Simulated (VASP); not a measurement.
# Cd4SeS3 (P-43m) in VASP: single point with r2SCAN

Aim: the single point of Cd4SeS3 with r2SCAN.

Program: VASP 6.6.1. These are calculated values, not measurements. Logs are shortened: lines on timing, memory, paths and dates and some standing lists are left out, and cuts for length are marked.

**1. The cell of the first run**

The structure is cubic, space group P-43m (No. 215). The conventional cell has a = 5.992 Å, b = 5.992 Å, c = 5.992 Å, α = 90.00°, β = 90.00°, γ = 90.00°. Within 3.4 Å of Cd (site symmetry 3m) lie 3 S at 2.58 Å and 1 Se at 2.65 Å. Se (site symmetry -43m) has 4 Cd at 2.65 Å within 3.5 Å. S (site symmetry -42m) has 4 Cd at 2.58 Å within 3.4 Å.

**2. Single point, r2SCAN**

The input, POSCAR:

```
Cd4SeS3
1.0
    5.9919743000      0.0000000000      0.0000000000
    0.0000000000      5.9919743000      0.0000000000
    0.0000000000      0.0000000000      5.9919743000
Cd Se S
4 1 3
Direct
    0.2442710000      0.7557290000      0.2442710000
    0.2442710000      0.2442710000      0.7557290000
    0.7557290000      0.7557290000      0.7557290000
    0.7557290000      0.2442710000      0.2442710000
    0.5000000000      0.5000000000      0.5000000000
    0.5000000000      0.0000000000      0.0000000000
    0.0000000000      0.0000000000      0.5000000000
    0.0000000000      0.5000000000      0.0000000000
```

The input, INCAR.step1:

```
PREC = Accurate ; ENCUT = 520
ISMEAR = 0 ; SIGMA = 0.02
LREAL = F ; LASPH = T
NELM = 100 ; NBANDS = 46
GGA = PE ; ALGO = Normal
EDIFF = 1E-4 ; LWAVE = T
LCHARG = F
```

The input, INCAR.step2:

```
PREC = Accurate ; ENCUT = 520
EDIFF = 1E-6 ; ISMEAR = 0
SIGMA = 0.02 ; LREAL = F
LASPH = T ; NELM = 100
ALGO = Normal ; ISIF = 2
LWAVE = F ; LCHARG = F
METAGGA = R2SCAN ; LMIXTAU = T
NBANDS = 46 ; ISTART = 1
```

The input, KPOINTS:

```
Automatic mesh
0
Gamma
  6 6 6
```

Potentials or basis: VASP PAW PBE potentials, release 64 (Cd, Se, S).

Run with:

```sh
$ cat potpaw_PBE.64/Cd/POTCAR potpaw_PBE.64/Se/POTCAR potpaw_PBE.64/S/POTCAR > POTCAR
$ cp INCAR.step1 INCAR
$ mpirun -np 1 vasp_std > vasp.out
$ cp INCAR.step2 INCAR
$ mpirun -np 1 vasp_std > vasp.out
```

OUTCAR:

```text
PREC = Accurate
   ENCUT = 520
   EDIFF = 1E-6
   ISMEAR = 0
   LREAL = F
   LASPH = T
   NELM = 100
   ISIF = 2
   METAGGA = R2SCAN
   ISTART = 1

 ion  position               nearest neighbor table
   1  0.244  0.756  0.244-   6 2.58   7 2.58   8 2.58   5 2.65
   2  0.244  0.244  0.756-   6 2.58   7 2.58   8 2.58   5 2.65
   3  0.756  0.756  0.756-   6 2.58   7 2.58   8 2.58   5 2.65
   4  0.756  0.244  0.244-   6 2.58   7 2.58   8 2.58   5 2.65
   5  0.500  0.500  0.500-   1 2.65   2 2.65   3 2.65   4 2.65
   6  0.500  0.000  0.000-   1 2.58   2 2.58   3 2.58   4 2.58
   7  0.000  0.000  0.500-   1 2.58   2 2.58   3 2.58   4 2.58
   8  0.000  0.500  0.000-   1 2.58   2 2.58   3 2.58   4 2.58

  LATTYP: Found a simple cubic cell.
 ALAT       =     5.9919743000

  Lattice vectors:

 A1 = (   5.9919743000,   0.0000000000,   0.0000000000)
 A2 = (   0.0000000000,   5.9919743000,   0.0000000000)
 A3 = (   0.0000000000,   0.0000000000,   5.9919743000)

Analysis of symmetry for initial positions (statically):
=====================================================================
 Subroutine PRICEL returns:
 Original cell was already a primitive cell.

 Routine SETGRP: Setting up the symmetry group for a
 simple cubic supercell.

 Subroutine GETGRP returns: Found 24 space group operations
 (whereof 24 operations were pure point group operations)
 out of a pool of 48 trial point group operations.

The static configuration has the point symmetry T_d .

Analysis of symmetry for dynamics (positions and initial velocities):
=====================================================================
 Subroutine PRICEL returns:
 Original cell was already a primitive cell.

 Routine SETGRP: Setting up the symmetry group for a
 simple cubic supercell.

 Subroutine GETGRP returns: Found 24 space group operations
 (whereof 24 operations were pure point group operations)
 out of a pool of 48 trial point group operations.

The dynamic configuration has the point symmetry T_d .

 Subroutine INISYM returns: Found 24 space group operations
 (whereof 24 operations are pure point group operations),
 and found     1 'primitive' translations

----------------------------------------------------------------------------------------

                                     Primitive cell
[... 101 lines left out ...]
   NSW    =      0    number of steps for IOM
   IBRION =     -1    ionic relax: 0-MD 1-quasi-New 2-CG
   NFREE  =      0    steps in history (QN), initial steepest desc. (CG)
   ISIF   =      2    stress and relaxation
   ISYM   =      2    0-nonsym 1-usesym 2-fastsym
   POTIM  = 0.5000    time-step for ionic-motion
   TEBEG  =    0.0;   TEEND  =   0.0 temperature during run
   PSTRESS=    0.0 pullay stress
   NELECT =      72.0000    total number of electrons
   NUPDOWN=      -1.0000    fix difference up-down
   EMIN   =  10.00;   EMAX   =-10.00  energy-range for DOS
   EFERMI =   0.00;   METHOD = LEGACY
   ISMEAR =     0;   SIGMA  =   0.02  broadening in eV -4-tet -1-fermi 0-gaus
   EFERMI_NEDOS =   21; number of points for ismear=-14 and -15
   IALGO  =     38    algorithm
   IMIX   =      4    mixing-type and parameters
     AMIX     =   0.40;   BMIX     =  1.00
     AMIX_MAG =   1.60;   BMIX_MAG =  1.00
  volume/ion in A,a.u.               =      26.89       181.47
  Fermi-wavevector in a.u.,A,eV,Ry     =   1.136621  2.147902 17.577470  1.291908
  Thomas-Fermi vector in A             =   2.273326
   LORBIT       =      0    0 simple, 1 ext, 2 COOP (PROOUT), +10 PAW based schemes
   METAGGA = R2SCAN    functional components
   LHFCALC =     F    Hartree Fock is set to
   AEXX    =    0.0000 exact exchange contribution
   IVDW    =     0    specifies the selected vdW correction
   LEPSILON=     F    determine dielectric tensor
   LRPA    =     F    only Hartree local field effects (RPA)
 non-spin polarized calculation
 Gauss-broadening in eV      SIGMA  =   0.02
  energy-cutoff  :      520.00
  volume of cell :      215.13
 maximum number of plane-waves:      5832
 NGX is ok and might be reduce to    48
   NGX = 23   NGY = 23   NGZ = 23

 number of electron      71.9999989 magnetization

 Free energy of the ion-electron system (eV)
  ---------------------------------------------------
  ext. energy  EPLUGINS =         0.00000000
  ---------------------------------------------------
  free energy    TOTEN  =      -124.92434447 eV

  energy without entropy =     -124.92434447  energy(sigma->0) =     -124.92434447

 E-fermi :   0.6953     XC(G=0):  -9.4189

 val. band max:        0.5570679995   @ k =   0.0000   0.0000   0.0000
 cond. band min:       1.8745237326   @ k =   0.0000   0.0000   0.0000
 fundamental gap:      1.3174557331
 Fermi energy:         0.6952835074

 k-point     1 :       0.0000    0.0000    0.0000
  band No.  band energies     occupation
      1     -12.0768      2.00000
      2     -11.5880      2.00000
      3     -11.5880      2.00000
      4     -11.5858      2.00000
      5      -7.3189      2.00000
      6      -7.3189      2.00000
[... 969 lines left out ...]
     45       7.8286      0.00000
     46       7.8286      0.00000

------------------------ aborting loop because EDIFF is reached ----------------------------------------

  FORCE on cell =-STRESS in cart. coord.  units (eV):
  Direction    XX          YY          ZZ          XY          YZ          ZX
  --------------------------------------------------------------------------------------
  -------------------------------------------------------------------------------------
  Total       -1.5384623     -1.5384623     -1.5384623      0.0000000      0.0000000      0.0000000
  in kB      -11.4574404    -11.4574404    -11.4574404      0.0000000      0.0000000      0.0000000
  external PRESSURE =     -11.4574404 kB  Pullay stress =       0.0000000 kB

 VOLUME and BASIS-vectors are now :
 -----------------------------------------------------------------------------
  energy-cutoff  :      520.00
  volume of cell :      215.13
      direct lattice vectors                 reciprocal lattice vectors
     5.991974300  0.000000000  0.000000000     0.166889901  0.000000000  0.000000000
     0.000000000  5.991974300  0.000000000     0.000000000  0.166889901  0.000000000
     0.000000000  0.000000000  5.991974300     0.000000000  0.000000000  0.166889901

 POSITION                                       TOTAL-FORCE (eV/Angst)
 -----------------------------------------------------------------------------------
      1.46367      4.52831      1.46367        -0.003438      0.003438     -0.003438
      1.46367      1.46367      4.52831        -0.003438     -0.003438      0.003438
      4.52831      4.52831      4.52831         0.003438      0.003438      0.003438
      4.52831      1.46367      1.46367         0.003438     -0.003438     -0.003438
      2.99599      2.99599      2.99599        -0.000000      0.000000      0.000000
      2.99599      0.00000      0.00000        -0.000000     -0.000000      0.000000
      0.00000      0.00000      2.99599         0.000000      0.000000      0.000000
      0.00000      2.99599      0.00000        -0.000000     -0.000000      0.000000
 -----------------------------------------------------------------------------------
    total drift:                                0.000000      0.000000      0.000000

  FREE ENERGIE OF THE ION-ELECTRON SYSTEM (eV)
  ---------------------------------------------------
  free  energy   TOTEN  =      -124.9243444721 eV

  energy  without entropy=     -124.9243444721  energy(sigma->0) =     -124.92434447
```

OUTCAR.step1:

```text
PREC = Accurate
   ENCUT = 520
   ISMEAR = 0
   LREAL = F
[... 1218 lines left out ...]
      2.99599      2.99599      2.99599        -0.000000     -0.000000      0.000000
      2.99599      0.00000      0.00000         0.000000     -0.000000      0.000000
      0.00000      0.00000      2.99599         0.000000     -0.000000      0.000000
      0.00000      2.99599      0.00000         0.000000     -0.000000     -0.000000
 -----------------------------------------------------------------------------------
    total drift:                               -0.000000     -0.000000     -0.000000

  FREE ENERGIE OF THE ION-ELECTRON SYSTEM (eV)
  ---------------------------------------------------
  free  energy   TOTEN  =       -23.9037480622 eV

  energy  without entropy=      -23.9037480622  energy(sigma->0) =      -23.90374806
```

OSZICAR.step1:

```text
N       E                     dE             d eps       ncg     rms          rms(c)
DAV:   1     0.514952532212E+03    0.51495E+03   -0.34706E+04  1840   0.143E+03
DAV:   2     0.745611509633E+01   -0.50750E+03   -0.49398E+03  2054   0.352E+02
DAV:   3    -0.255114704642E+02   -0.32968E+02   -0.32758E+02  2172   0.872E+01
DAV:   4    -0.259530367633E+02   -0.44157E+00   -0.44110E+00  2078   0.980E+00
DAV:   5    -0.259602367696E+02   -0.72000E-02   -0.71994E-02  2144   0.123E+00    0.138E+01
DAV:   6    -0.239443808497E+02    0.20159E+01   -0.43792E+00  2218   0.147E+01    0.110E+01
DAV:   7    -0.239107611581E+02    0.33620E-01   -0.14515E+00  2038   0.473E+00    0.540E+00
DAV:   8    -0.239078838991E+02    0.28773E-02   -0.19364E-01  2094   0.319E+00    0.677E-01
DAV:   9    -0.239028428550E+02    0.50410E-02   -0.43739E-02  2210   0.172E+00    0.193E-01
DAV:  10    -0.239034155934E+02   -0.57274E-03   -0.35438E-03  2056   0.384E-01    0.161E-01
DAV:  11    -0.239035986867E+02   -0.18309E-03   -0.27878E-04  1704   0.811E-02    0.779E-02
DAV:  12    -0.239037477423E+02   -0.14906E-03   -0.19871E-04  1466   0.643E-02    0.173E-02
DAV:  13    -0.239037480622E+02   -0.31986E-06   -0.20860E-05  1172   0.280E-02
   1 F= -.23903748E+02 E0= -.23903748E+02  d E =-.421560E-16
```

It took 18 min on 1 thread of Intel Xeon 8259CL, shared host; peak memory 0.47 GiB.

What came out:

| Property | Result |
| --- | --- |
| Free energy | -124.9243 eV |
| Pressure | -1.1 GPa |
| Largest force | 0.006 eV/Å |
| Band gap on the k mesh | 1.32 eV |

Forces on the atoms (eV/Å):
```
Cd  -0.003  0.003 -0.003
Cd  -0.003 -0.003  0.003
Cd   0.003  0.003  0.003
Cd   0.003 -0.003 -0.003
Se   0.000  0.000  0.000
S    0.000  0.000  0.000
S    0.000  0.000  0.000
S    0.000  0.000  0.000
```

Levels at points of the mesh, in eV from the valence-band top:
| k point | band 33 | band 34 | band 35 | band 36 | band 37 | band 38 | band 39 | band 40 |
| --- | --- | --- | --- | --- | --- | --- | --- | --- |
| (0.00, 0.00, 0.00) | -1.70 | 0.00 | 0.00 | 0.00 | 1.32 | 3.62 | 3.90 | 3.90 |
| (0.50, 0.00, 0.00) | -1.09 | -1.09 | -0.83 | -0.83 | 3.73 | 3.80 | 5.06 | 5.13 |
| (0.50, 0.50, 0.00) | -0.91 | -0.81 | -0.60 | -0.60 | 4.44 | 4.44 | 4.46 | 4.53 |
| (0.50, 0.50, 0.50) | -0.80 | -0.51 | -0.51 | -0.51 | 3.16 | 3.16 | 3.16 | 3.39 |

Caveat: the PAW data sets were made with another functional, which shifts forces and pressure a little.
